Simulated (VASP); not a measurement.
# VRu: single point with LDA

Crystal: VRu.

```xyz
2
Lattice="2.9900 0.0000 0.0000 0.0000 2.9900 0.0000 0.0000 0.0000 2.9900" Properties=species:S:1:pos:R:3 pbc="T T T"
V     1.4950    1.4950    1.4950
Ru    0.0000    0.0000    0.0000
```

```
Program                : VASP 6.6.1
Task                   : single point
Functional             : LDA
Potentials or basis    : VASP PAW LDA potentials, release 64 (V_sv, Ru_pv)
Cutoff                 : 500 eV
k mesh                 : 9 × 9 × 9
Occupations            : methfessel-paxton, width 0.1 eV
Spin                   : collinear spin, ferromagnetic start
Starting moments       : [1.5, 0.0] μB
Dipole correction      : no
Further INCAR settings : ALGO = Normal; EDIFF = 1e-06; NBANDS = 24
```

```json
{
 "Pressure": "-10.5 GPa",
 "Net moment": "0.18 μB per cell",
 "Site moments": "V +0.16; Ru +0.01 μB",
 "Valence electrons inside the program's atomic spheres": "V 11.63; Ru 12.73"
}
```

Levels at points of the mesh, in eV from the Fermi level:
Spin up:
```
           k point  band 10  band 11  band 12  band 13  band 14  band 15  band 16  band 17
(0.00, 0.00, 0.00)    -5.79    -2.16    -2.16    -2.16     0.57     0.57     2.19     2.19
```
Spin down:
```
           k point  band 9  band 10  band 11  band 12  band 13  band 14  band 15  band 16  band 17  band 18
(0.00, 0.00, 0.00)   -5.75    -5.75    -2.12    -2.12    -2.12     0.65     0.65     2.29     2.29     2.29
```

It took 13 s on 1 thread of Intel(R) Xeon(R) 6975P-C (Granite Rapids) (shared host), peak memory 0.15 GiB.

Caveat: the cell stands under tension; an empty level that is flat over the whole mesh can mark a ghost state of the potentials, or a narrow d or f band.
